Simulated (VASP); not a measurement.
Wanted: the native input for a VASP 6.6.1 run.

| Quantity | Value |
| --- | --- |
| Task | single point |
| Functional | LDA |
| Potentials or basis | VASP PAW LDA potentials, release 64 (Be, N) |
| Cutoff | 520 eV |
| k mesh | 6 × 4 × 1 |
| Occupations | gaussian, width 0.1 eV |
| Spin | no spin polarisation |
| Dipole correction | yes |
| Further INCAR settings | LREAL = Auto; ALGO = Normal; EDIFF = 1e-06; NBANDS = 44 |

The structure of Be24N lies in POSCAR:

```
Be24N
1.0
    4.4524297775      0.0000000000      0.0000000000
    0.0000000000      7.0331519566      0.0000000000
    0.0000000000      0.0000000000     19.7998741761
Be N
24 1
Direct
    0.0000000000      0.3750000000      0.2020214858
    0.0000000000      0.8750000000      0.2020214858
    0.5000000000      0.3750000000      0.2020214858
    0.5000000000      0.8750000000      0.2020214858
    0.2500000000      0.1250000000      0.2344789084
    0.2500000000      0.6250000000      0.2344789084
    0.7500000000      0.1250000000      0.2344789084
    0.7500000000      0.6250000000      0.2344789084
    0.2500000000      0.3750000000      0.2993937535
    0.2500000000      0.8750000000      0.2993937535
    0.7500000000      0.3750000000      0.2993937535
    0.7500000000      0.8750000000      0.2993937535
    0.0000000000      0.1250000000      0.3261495638
    0.0000000000      0.6250000000      0.3261495638
    0.5000000000      0.1250000000      0.3261495638
    0.5000000000      0.6250000000      0.3261495638
    0.0000000000      0.3750000000      0.3969669031
    0.0000000000      0.8750000000      0.3969669031
    0.5000000000      0.3750000000      0.3969669031
    0.5000000000      0.8750000000      0.3969669031
    0.2500000000      0.1250000000      0.4191882283
    0.2500000000      0.6250000000      0.4191882283
    0.7500000000      0.1250000000      0.4191882283
    0.7500000000      0.6250000000      0.4191882283
    0.4166666667      0.3750000000      0.4690755201
```

These files were run (other wordings do the same):

INCAR

```
PREC     = Accurate       # precision mode
ENCUT    = 520            # plane-wave cutoff, eV
EDIFF    = 1E-6           # SCF threshold, eV
ISMEAR   = 0              # smearing method
SIGMA    = 0.1            # smearing width, eV
LREAL    = Auto         
LASPH    = True           # aspherical terms in the spheres
NELM     = 60             # most SCF steps
ALGO     = Normal         # electronic algorithm
ISIF     = 2              # what is computed and relaxed
LWAVE    = False          # write WAVECAR
LCHARG   = False          # write CHGCAR
LDIPOL   = True         
IDIPOL   = 3            
DIPOL    = 0.5 0.5 0.319
NBANDS   = 44             # bands
```

KPOINTS

```
regular mesh
0
Gamma
  6 4 1
```

Potentials or basis: VASP PAW LDA potentials, release 64 (Be, N).

The run is started by

```bash
$ cat potpaw_LDA.64/Be/POTCAR potpaw_LDA.64/N/POTCAR > POTCAR
$ mpirun -np 1 vasp_std > vasp.out
```

It gave:

- Largest force: 2.544 eV/Å
- Band gap on the k mesh: zero (an odd number of electrons rules out a gap without spin polarisation)

Run time: 7.4 min on 1 thread of Intel(R) Xeon(R) 6975P-C (Granite Rapids), with other jobs on the host, peak memory 0.57 GiB.
